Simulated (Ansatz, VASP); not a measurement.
## Two plane-wave programs on Rb2CdSe2O6

```xyz
11
Lattice="2.8752 1.6600 6.5562 -2.8752 1.6600 6.5562 0.0000 -3.3199 6.5562" Properties=species:S:1:pos:R:3 pbc="T T T"
Rb    0.0000    0.0000   15.8089
Rb    0.0000    0.0000    3.8596
Cd    0.0000    0.0000    0.0000
Se    0.0000    0.0000   12.3305
Se    0.0000    0.0000    7.3380
O     1.3260   -0.7656   11.6177
O     0.0000    1.5312   11.6177
O    -1.3260   -0.7656   11.6177
O    -1.3260    0.7656    8.0508
O     1.3260    0.7656    8.0508
O     0.0000   -1.5312    8.0508
```

Alike in both runs: task relaxation of the atoms; functional PBE; k mesh 4 × 4 × 4; occupations fermi-dirac, width 0.02 eV; no spin polarisation.

|  | VASP | Ansatz |
| --- | --- | --- |
| version | VASP 6.6.1 | Ansatz 0.2.0 |
| potentials or method | VASP PAW PBE potentials, release 64 (Rb_sv, Cd, Se, O) | plane-wave PAW, scalar-relativistic |
| plane-wave cutoff (eV) | 520 | 420 |
| valence electrons in the cell | 78 | 106 |

|  | VASP | Ansatz | Ansatz less VASP |
| --- | --- | --- | --- |
| gap on the k mesh at the Fermi level, each at its own relaxed structure (eV) | 3.87 | 3.88 | +0.013 |

VASP's potentials hold 78 valence electrons a cell and Ansatz's 106, so a difference there can come from the potentials and not from the codes. Ansatz's warnings: stress scf threshold loose.
